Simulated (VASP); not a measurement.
Write the native input for VASP 6.6.1 that does the following.

| Item | Value |
| --- | --- |
| Task | single point |
| Functional | PBE |
| Potentials or basis | VASP PAW PBE potentials, release 64 (Pb_d, S) |
| Cutoff | 520 eV |
| k mesh | 8 × 8 × 8 |
| Occupations | fermi-dirac, width 0.05 eV |
| Spin | no spin polarisation |
| Dipole correction | no |
| Further INCAR settings | ALGO = Normal; EDIFF = 1e-06; NBANDS = 17 |

The structure of PbS (Galena) lies in POSCAR:

```
PbS
1.0
    0.0000000000      3.0045301458      3.0045301458
    3.0045301458      0.0000000000      3.0045301458
    3.0045301458      3.0045301458      0.0000000000
Pb S
1 1
Direct
    0.0000000000      0.0000000000      0.0000000000
    0.5000000000      0.5000000000      0.5000000000
```

The input as run:

INCAR

```
SYSTEM = PbS
PREC = Accurate ; ENCUT = 520
EDIFF = 1E-6 ; ISMEAR = -1
SIGMA = 0.05 ; LREAL = .False.
LASPH = .True. ; NELM = 60
ALGO = Normal ; ISIF = 2
LWAVE = .False. ; LCHARG = .False.
GGA = PE ; NBANDS = 17
```

KPOINTS

```
Automatic mesh
0
Gamma
  8 8 8
  0 0 0
```

Potentials or basis: VASP PAW PBE potentials, release 64 (Pb_d, S).

Launch:

```console
$ cat potpaw_PBE.64/Pb_d/POTCAR potpaw_PBE.64/S/POTCAR > POTCAR
$ mpirun -np 1 vasp_std > vasp.out
```

Results of the run:

```
Pressure               : -0.1 GPa
Band gap on the k mesh : 0.50 eV, direct
```

Caveat: spin-orbit coupling is left out, which moves the levels of the heavy elements.

It took 17 s on 1 thread of Intel(R) Xeon(R) Platinum 8488C (Sapphire Rapids), with other jobs on the host, peak memory 0.18 GiB.
